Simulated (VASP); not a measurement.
**ZnS: relaxation of cell and atoms with PBE**

Crystal: ZnS.

```
CELL_PARAMETERS angstrom
2.65065 -3.82034 0.00000
2.65065 3.82034 0.00000
0.00000 0.00000 3.82826
ATOMIC_POSITIONS crystal
Zn 0.00000 0.50000 0.50000
Zn 0.50000 0.00000 0.50000
S 0.30270 0.30270 0.00000
S 0.69730 0.69730 0.00000
```

The cell was generated, and may not be a known phase.

- Program: VASP 6.6.1
- Task: relaxation of cell and atoms
- Functional: PBE
- Potentials or basis: VASP PAW PBE potentials, release 64 (Zn, S)
- Cutoff: 600 eV
- k mesh: 10 × 10 × 12
- Occupations: gaussian, width 0.1 eV
- Spin: no spin polarisation
- Dipole correction: no
- Further INCAR settings: ALGO = Normal; EDIFF = 1e-06; IBRION = 2; EDIFFG = -0.01; NSW = 100; ISIF = 3

The relaxed volume is 19.41 Å³/atom and the relaxed cell is a = 4.652 Å, b = 4.652 Å, c = 3.821 Å, α = 90.00°, β = 90.00°, γ = 110.11°. The space group after relaxing (to 0.1 Å) is Cmmm (No. 65), the energy gained by relaxing is 0.7 meV/atom and the ionic steps are 6. The pressure after relaxing is 0.0 GPa and the band gap on the k mesh is zero (bands 18 and 19 overlap by 1.23 eV).

Step by step:
```tsv
step	energy change (eV)	largest force (eV/Å)	pressure (GPa)	volume (Å³)
1	0.0000	0.2114	-0.30	77.53
2	-0.0010	0.0966	0.39	77.13
3	-0.0017	0.0263	0.11	77.28
4	-0.0021	0.0188	0.11	77.38
5	-0.0027	0.0019	-0.09	77.69
6	-0.0027	0.0004	0.00	77.65
```

Final structure:
```cif
data_structure
_symmetry_space_group_name_H-M 'P 1'
_symmetry_Int_Tables_number 1
_cell_length_a 4.6519
_cell_length_b 4.6519
_cell_length_c 3.8211
_cell_angle_alpha 90.000
_cell_angle_beta 90.000
_cell_angle_gamma 110.106
_cell_volume 77.65
loop_
_atom_site_label
_atom_site_type_symbol
_atom_site_fract_x
_atom_site_fract_y
_atom_site_fract_z
_atom_site_occupancy
Zn1 Zn 0.00000 0.50000 0.50000 1
Zn2 Zn 0.50000 0.00000 0.50000 1
S1 S 0.30536 0.30536 0.00000 1
S2 S 0.69464 0.69464 0.00000 1
```

Levels at points of the mesh, in eV from the Fermi level:
| k point | band 16 | band 17 | band 18 | band 19 | band 20 | band 21 |
| --- | --- | --- | --- | --- | --- | --- |
| (0.00, 0.00, 0.00) | -3.35 | -2.86 | -0.46 | 0.15 | 3.63 | 4.31 |
| (0.50, 0.00, 0.00) | -3.49 | -1.41 | -0.59 | 0.00 | 1.03 | 4.41 |
| (0.50, 0.50, 0.00) | -1.30 | -1.30 | 0.60 | 0.72 | 1.94 | 1.98 |
| (0.00, 0.00, 0.50) | -2.85 | -2.85 | 0.45 | 1.18 | 1.42 | 1.82 |
| (0.50, 0.00, 0.50) | -4.32 | -2.48 | -0.64 | -0.63 | 0.88 | 4.86 |
| (0.50, 0.50, 0.50) | -3.86 | -3.36 | -0.47 | -0.18 | 3.99 | 5.49 |

Wall time 19 min on 1 thread of AMD EPYC 7R13, with other jobs on the host, peak memory 0.49 GiB.
